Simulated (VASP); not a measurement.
# SrMg3 (Pm-3m) in VASP: a series of runs

SrMg3 is run at these levels: LDA; tasks: single point, relaxation of volume and atoms at fixed shape.

All numbers are computed with VASP 6.6.1; they aren't measurements. Logs are shortened: lines on timing, memory, paths and dates and some standing lists are left out, and cuts for length are marked.

## (1) The cell of the first run

The structure is cubic, space group Pm-3m (No. 221). The conventional cell has a = 4.830 Å, b = 4.830 Å, c = 4.830 Å, α = 90.00°, β = 90.00°, γ = 90.00°. Sr (site symmetry m-3m) has 12 Mg at 3.42 Å within 4.5 Å. Within 4.5 Å of Mg (site symmetry 4/mmm) lie 4 Sr at 3.42 Å and 8 Mg at 3.42 Å.

## (2) Single point, LDA

The input, INCAR:

```
SYSTEM = SrMg3
  ALGO = Normal
  EDIFF = 1E-7
  ENCUT = 520
  ISIF = 2
  ISMEAR = 0
  LASPH = .True.
  LCHARG = .False.
  LREAL = .False.
  LWAVE = .False.
  NBANDS = 16
  NELM = 60
  PREC = Accurate
  SIGMA = 0.1
```

The input, KPOINTS:

```
k-points
0
Gamma
  5 5 5
  0 0 0
```

The input, POSCAR:

```
SrMg3
1.0
    4.8300894197      0.0000000000      0.0000000000
    0.0000000000      4.8300894197      0.0000000000
    0.0000000000      0.0000000000      4.8300894197
Sr Mg
1 3
Direct
    0.0000000000      0.0000000000      0.0000000000
    0.5000000000      0.5000000000      0.0000000000
    0.5000000000      0.0000000000      0.5000000000
    0.0000000000      0.5000000000      0.5000000000
```

Potentials or basis: VASP PAW LDA potentials, release 64 (Sr_sv, Mg).

Command:

```sh
> cat potpaw_LDA.64/Sr_sv/POTCAR potpaw_LDA.64/Mg/POTCAR > POTCAR
> mpirun -np 1 vasp_std > vasp.out
```

OUTCAR:

```text
SYSTEM = SrMg3
   EDIFF = 1E-7
   ENCUT = 520
   ISIF = 2
   ISMEAR = 0
   LASPH = .True.
   LREAL = .False.
   NELM = 60
   PREC = Accurate

 ion  position               nearest neighbor table
   1  0.000  0.000  0.000-   2 3.42   3 3.42   4 3.42   3 3.42   4 3.42   2 3.42   4 3.42   4 3.42
                             2 3.42   3 3.42   3 3.42   2 3.42
   2  0.500  0.500  0.000-   1 3.42   3 3.42   4 3.42   3 3.42   4 3.42   1 3.42   3 3.42   3 3.42
                             1 3.42   4 3.42   4 3.42   1 3.42
   3  0.500  0.000  0.500-   1 3.42   2 3.42   4 3.42   1 3.42   2 3.42   2 3.42   4 3.42   2 3.42
                             1 3.42   4 3.42   1 3.42   4 3.42
   4  0.000  0.500  0.500-   1 3.42   2 3.42   3 3.42   1 3.42   2 3.42   1 3.42   3 3.42   1 3.42
                             2 3.42   3 3.42   2 3.42   3 3.42

  LATTYP: Found a simple cubic cell.
 ALAT       =     4.8300894197

  Lattice vectors:

 A1 = (   4.8300894197,   0.0000000000,   0.0000000000)
 A2 = (   0.0000000000,   4.8300894197,   0.0000000000)
 A3 = (   0.0000000000,   0.0000000000,   4.8300894197)

Analysis of symmetry for initial positions (statically):
=====================================================================
 Subroutine PRICEL returns:
 Original cell was already a primitive cell.

 Routine SETGRP: Setting up the symmetry group for a
 simple cubic supercell.

 Subroutine GETGRP returns: Found 48 space group operations
 (whereof 48 operations were pure point group operations)
 out of a pool of 48 trial point group operations.

The static configuration has the point symmetry O_h .

Analysis of symmetry for dynamics (positions and initial velocities):
=====================================================================
 Subroutine PRICEL returns:
 Original cell was already a primitive cell.

 Routine SETGRP: Setting up the symmetry group for a
 simple cubic supercell.

 Subroutine GETGRP returns: Found 48 space group operations
 (whereof 48 operations were pure point group operations)
 out of a pool of 48 trial point group operations.

The dynamic configuration has the point symmetry O_h .

 Subroutine INISYM returns: Found 48 space group operations
 (whereof 48 operations are pure point group operations),
 and found     1 'primitive' translations

----------------------------------------------------------------------------------------

                                     Primitive cell

  volume of cell :     112.6848

  direct lattice vectors                    reciprocal lattice vectors
     4.830089420  0.000000000  0.000000000     0.207035505  0.000000000  0.000000000
     0.000000000  4.830089420  0.000000000     0.000000000  0.207035505  0.000000000
     0.000000000  0.000000000  4.830089420     0.000000000  0.000000000  0.207035505

  length of vectors
     4.830089420  4.830089420  4.830089420     0.207035505  0.207035505  0.207035505

  position of ions in fractional coordinates (direct lattice)
     0.000000000  0.000000000  0.000000000
     0.500000000  0.500000000  0.000000000
     0.500000000  0.000000000  0.500000000
     0.000000000  0.500000000  0.500000000

  ion indices of the primitive-cell ions
   primitive index   ion index
                 1           1
                 2           2
                 3           3
                 4           4

----------------------------------------------------------------------------------------

 KPOINTS: k-points

Automatic generation of k-mesh.
 Grid dimensions read from file:
 generate k-points for:    5    5    5

 Generating k-lattice:

  Cartesian coordinates                     Fractional coordinates (reciprocal lattice)
     0.041407101  0.000000000  0.000000000     0.200000000  0.000000000  0.000000000
     0.000000000  0.041407101  0.000000000     0.000000000  0.200000000  0.000000000
     0.000000000  0.000000000  0.041407101     0.000000000  0.000000000  0.200000000

  Length of vectors
     0.041407101  0.041407101  0.041407101

  Shift w.r.t. Gamma in fractional coordinates (k-lattice)
     0.000000000  0.000000000  0.000000000

 Subroutine IBZKPT returns following result:
 ===========================================

 Found     10 irreducible k-points:

 Following reciprocal coordinates:
            Coordinates               Weight
  0.000000  0.000000  0.000000      1.000000
  0.200000  0.000000  0.000000      6.000000
  0.400000  0.000000  0.000000      6.000000
  0.200000  0.200000  0.000000     12.000000
  0.400000  0.200000  0.000000     24.000000
  0.400000  0.400000  0.000000     12.000000
  0.200000  0.200000  0.200000      8.000000
  0.400000  0.200000  0.200000     24.000000
  0.400000  0.400000  0.200000     24.000000
  0.400000  0.400000  0.400000      8.000000
   k-points           NKPTS =     10   k-points in BZ     NKDIM =     10   number of bands    NBANDS=     16
   number of dos      NEDOS =    301   number of ions     NIONS =      4
   total plane-waves  NPLWV =  46656
   dimension x,y,z NGX =    36 NGY =   36 NGZ =   36
   dimension x,y,z NGXF=    72 NGYF=   72 NGZF=   72
   ions per type =               1   3
   NGX,Y,Z   is equivalent  to a cutoff of  12.39, 12.39, 12.39 a.u.
   NGXF,Y,Z  is equivalent  to a cutoff of  24.78, 24.78, 24.78 a.u.
 SYSTEM =  SrMg3
   PREC   = accura    normal or accurate (medium, high low for compatibility)
   ISTART =      0    job   : 0-new  1-cont  2-samecut
   ICHARG =      2    charge: 1-file 2-atom 10-const
   ISPIN  =      1    spin polarized calculation?
   LNONCOLLINEAR =      F non collinear calculations
   LSORBIT =      F    spin-orbit coupling
   LASPH  =      T    aspherical Exc in radial PAW
   ENCUT  =  520.0 eV  38.22 Ry    6.18 a.u.   8.98  8.98  8.98*2*pi/ulx,y,z
   NELM   =     60;   NELMIN=  2; NELMDL= -5     # of ELM steps
   EDIFF  = 0.1E-06   stopping-criterion for ELM
   LREAL  =      F    real-space projection
   EDIFFG = 0.1E-05   stopping-criterion for IOM
   NSW    =      0    number of steps for IOM
   IBRION =     -1    ionic relax: 0-MD 1-quasi-New 2-CG
   NFREE  =      0    steps in history (QN), initial steepest desc. (CG)
   ISIF   =      2    stress and relaxation
   ISYM   =      2    0-nonsym 1-usesym 2-fastsym
   POTIM  = 0.5000    time-step for ionic-motion
   TEBEG  =    0.0;   TEEND  =   0.0 temperature during run
   PSTRESS=    0.0 pullay stress
   NELECT =      16.0000    total number of electrons
   NUPDOWN=      -1.0000    fix difference up-down
   EMIN   =  10.00;   EMAX   =-10.00  energy-range for DOS
   EFERMI =   0.00;   METHOD = LEGACY
   ISMEAR =     0;   SIGMA  =   0.10  broadening in eV -4-tet -1-fermi 0-gaus
   EFERMI_NEDOS =   21; number of points for ismear=-14 and -15
   IALGO  =     38    algorithm
   IMIX   =      4    mixing-type and parameters
     AMIX     =   0.40;   BMIX     =  1.00
     AMIX_MAG =   1.60;   BMIX_MAG =  1.00
  volume/ion in A,a.u.               =      28.17       190.11
  Fermi-wavevector in a.u.,A,eV,Ry     =   0.854069  1.613956  9.924551  0.729434
  Thomas-Fermi vector in A             =   1.970609
   LORBIT       =      0    0 simple, 1 ext, 2 COOP (PROOUT), +10 PAW based schemes
   GGA     = CA    functional components
   LHFCALC =     F    Hartree Fock is set to
   AEXX    =    0.0000 exact exchange contribution
   IVDW    =     0    specifies the selected vdW correction
   LEPSILON=     F    determine dielectric tensor
   LRPA    =     F    only Hartree local field effects (RPA)
 non-spin polarized calculation
 Gauss-broadening in eV      SIGMA  =   0.10
  energy-cutoff  :      520.00
  volume of cell :      112.68
 maximum number of plane-waves:      3048
 NGX is ok and might be reduce to    36
   NGX = 17   NGY = 17   NGZ = 17

 number of electron      15.9999999 magnetization

 Free energy of the ion-electron system (eV)
  ---------------------------------------------------
  ext. energy  EPLUGINS =         0.00000000
  ---------------------------------------------------
  free energy    TOTEN  =        -7.35840275 eV

  energy without entropy =       -7.33046578  energy(sigma->0) =       -7.34443427

 E-fermi :   2.1390     XC(G=0):  -8.5475

 val. band max:        2.0772375228   @ k =   0.4000   0.4000   0.4000
 cond. band min:       2.1708026920   @ k =   0.4000   0.2000   0.0000
 fundamental gap:      0.0935651692
 Fermi energy:         2.1390345923

 k-point     1 :       0.0000    0.0000    0.0000
  band No.  band energies     occupation
      1     -33.1815      2.00000
      2     -15.3562      2.00000
      3     -15.3562      2.00000
      4     -15.3562      2.00000
      5      -3.6095      2.00000
      6       1.5079      2.00000
[... 8 lines left out ...]
     15       7.5336      0.00000
     16       7.5336      0.00000

 k-point     2 :       0.2000    0.0000    0.0000
  band No.  band energies     occupation
      1     -33.1811      2.00000
      2     -15.3720      2.00000
      3     -15.3549      2.00000
      4     -15.3549      2.00000
      5      -3.3195      2.00000
      6       0.3967      2.00000
[... 8 lines left out ...]
     15       5.8746      0.00000
     16       8.2627      0.00000

 k-point     3 :       0.4000    0.0000    0.0000
  band No.  band energies     occupation
      1     -33.1805      2.00000
      2     -15.3974      2.00000
      3     -15.3529      2.00000
      4     -15.3529      2.00000
      5      -2.4896      2.00000
      6      -1.1810      2.00000
[... 8 lines left out ...]
     15       6.1976      0.00000
     16       7.5265      0.00000

 k-point     4 :       0.2000    0.2000    0.0000
  band No.  band energies     occupation
      1     -33.1807      2.00000
      2     -15.3711      2.00000
      3     -15.3697      2.00000
      4     -15.3537      2.00000
      5      -3.0379      2.00000
      6       0.5429      2.00000
[... 8 lines left out ...]
     15       6.8539      0.00000
     16       6.9450      0.00000

 k-point     5 :       0.4000    0.2000    0.0000
  band No.  band energies     occupation
      1     -33.1801      2.00000
      2     -15.3953      2.00000
      3     -15.3678      2.00000
      4     -15.3517      2.00000
      5      -2.2382      2.00000
      6      -0.9356      2.00000
[... 8 lines left out ...]
     15       6.3553      0.00000
     16       6.5942      0.00000

 k-point     6 :       0.4000    0.4000    0.0000
  band No.  band energies     occupation
      1     -33.1796      2.00000
      2     -15.3921      2.00000
      3     -15.3915      2.00000
      4     -15.3497      2.00000
      5      -1.5624      2.00000
      6      -0.3455      2.00000
[... 8 lines left out ...]
     15       6.8387      0.00000
     16       6.8433      0.00000

 k-point     7 :       0.2000    0.2000    0.2000
  band No.  band energies     occupation
      1     -33.1804      2.00000
      2     -15.3702      2.00000
      3     -15.3682      2.00000
      4     -15.3682      2.00000
      5      -2.7652      2.00000
      6       0.6957      2.00000
[... 8 lines left out ...]
     15       7.2228      0.00000
     16       7.2228      0.00000

 k-point     8 :       0.4000    0.2000    0.2000
  band No.  band energies     occupation
      1     -33.1798      2.00000
      2     -15.3932      2.00000
      3     -15.3669      2.00000
      4     -15.3657      2.00000
      5      -1.9961      2.00000
      6      -0.6950      2.00000
[... 8 lines left out ...]
     15       6.4751      0.00000
     16       7.0922      0.00000

 k-point     9 :       0.4000    0.4000    0.2000
  band No.  band energies     occupation
      1     -33.1792      2.00000
      2     -15.3900      2.00000
      3     -15.3895      2.00000
      4     -15.3638      2.00000
      5      -1.3393      2.00000
      6      -0.0917      2.00000
[... 8 lines left out ...]
     15       7.1107      0.00000
     16       7.3779      0.00000

 k-point    10 :       0.4000    0.4000    0.4000
  band No.  band energies     occupation
      1     -33.1787      2.00000
      2     -15.3869      2.00000
      3     -15.3862      2.00000
      4     -15.3862      2.00000
      5      -0.7248      2.00000
      6       0.2005      2.00000
[... 8 lines left out ...]
     15       8.0460      0.00000
     16       8.0479      0.00000

------------------------ aborting loop because EDIFF is reached ----------------------------------------

  FORCE on cell =-STRESS in cart. coord.  units (eV):
  Direction    XX          YY          ZZ          XY          YZ          ZX
  --------------------------------------------------------------------------------------
  -------------------------------------------------------------------------------------
  Total       -0.1600903     -0.1600903     -0.1600903      0.0000000      0.0000000      0.0000000
  in kB       -2.2761984     -2.2761984     -2.2761984      0.0000000      0.0000000      0.0000000
  external PRESSURE =      -2.2761984 kB  Pullay stress =       0.0000000 kB

 VOLUME and BASIS-vectors are now :
 -----------------------------------------------------------------------------
  energy-cutoff  :      520.00
  volume of cell :      112.68
      direct lattice vectors                 reciprocal lattice vectors
     4.830089420  0.000000000  0.000000000     0.207035505  0.000000000  0.000000000
     0.000000000  4.830089420  0.000000000     0.000000000  0.207035505  0.000000000
     0.000000000  0.000000000  4.830089420     0.000000000  0.000000000  0.207035505

 POSITION                                       TOTAL-FORCE (eV/Angst)
 -----------------------------------------------------------------------------------
      0.00000      0.00000      0.00000         0.000000      0.000000      0.000000
      2.41504      2.41504      0.00000         0.000000      0.000000      0.000000
      2.41504      0.00000      2.41504         0.000000      0.000000      0.000000
      0.00000      2.41504      2.41504         0.000000      0.000000      0.000000
 -----------------------------------------------------------------------------------
    total drift:                                0.000000     -0.000000     -0.000000

  FREE ENERGIE OF THE ION-ELECTRON SYSTEM (eV)
  ---------------------------------------------------
  free  energy   TOTEN  =        -7.3584027517 eV

  energy  without entropy=       -7.3304657826  energy(sigma->0) =       -7.34443427
```

Wall time 21 s (1 thread of Intel Xeon 8259CL, shared host); peak memory 0.18 GiB.

Results:

- Free energy: -7.3584 eV
- Pressure: -0.2 GPa
- Band gap on the k mesh: zero (bands 8 and 9 overlap by 0.76 eV)

## (3) Relaxation of volume and atoms at fixed shape, LDA

This run uses another cell than the first one, of 30.18 Å³/atom.

The input, INCAR:

```
  ALGO = Normal
  EDIFF = 1E-6
  EDIFFG = -0.01
  ENCUT = 600
  GGA = CA
  IBRION = 2
  ISIF = 8
  ISMEAR = 0
  LASPH = T
  LCHARG = F
  LREAL = F
  LWAVE = F
  NELM = 80
  NSW = 60
  PREC = Accurate
  SIGMA = 0.1
```

The input, KPOINTS:

```
k-points
0
Gamma
  5 5 5
```

The input, POSCAR:

```
SrMg3
1.0
    4.9425300000      0.0000000000      0.0000000000
    0.0000000000      4.9425300000      0.0000000000
    0.0000000000      0.0000000000      4.9425300000
Sr Mg
1 3
Direct
    0.0000000000      0.0000000000      0.0000000000
    0.5000000000      0.5000000000      0.0000000000
    0.5000000000      0.0000000000      0.5000000000
    0.0000000000      0.5000000000      0.5000000000
```

Potentials or basis: VASP PAW LDA potentials, release 64 (Sr_sv, Mg).

Command:

```sh
> cat potpaw_LDA.64/Sr_sv/POTCAR potpaw_LDA.64/Mg/POTCAR > POTCAR
> mpirun -np 1 vasp_std > vasp.out
```

Run time: 55 s. Hardware: 1 thread of Intel Xeon 8259CL, shared host; peak memory 0.21 GiB.

The run converged. Its results:

| Item | Value |
| --- | --- |
| Free energy | -7.3593 eV |
| Relaxed volume | 27.98 Å³/atom |
| Relaxed cell | a = 4.819 Å, b = 4.819 Å, c = 4.819 Å, α = 90.00°, β = 90.00°, γ = 90.00° |
| Space group after relaxing (to 0.1 Å) | Pm-3m (No. 221) |
| Energy gained by relaxing | 14.4 meV/atom |
| Ionic steps | 3 |
| Pressure after relaxing | 0.0 GPa |
| Band gap on the k mesh | zero (bands 8 and 9 overlap by 0.76 eV) |

Step by step:
| step | energy change (eV) | largest force (eV/Å) | pressure (GPa) | volume (Å³) |
| --- | --- | --- | --- | --- |
| 1 | 0.0000 | 0.0000 | -1.96 | 120.74 |
| 2 | -0.0524 | 0.0000 | -0.65 | 114.42 |
| 3 | -0.0578 | 0.0000 | -0.03 | 111.92 |

Final structure:
```xyz
4
Lattice="4.8191 0.0000 0.0000 0.0000 4.8191 0.0000 0.0000 0.0000 4.8191" Properties=species:S:1:pos:R:3 pbc="T T T"
Sr    0.0000    0.0000    0.0000
Mg    2.4095    2.4095    0.0000
Mg    2.4095    0.0000    2.4095
Mg    0.0000    2.4095    2.4095
```

Levels at points of the mesh, in eV from the Fermi level:
| k point | band 4 | band 5 | band 6 | band 7 | band 8 | band 9 | band 10 | band 11 |
| --- | --- | --- | --- | --- | --- | --- | --- | --- |
| (0.00, 0.00, 0.00) | -17.48 | -5.77 | -0.63 | -0.63 | 0.52 | 0.52 | 0.52 | 2.45 |
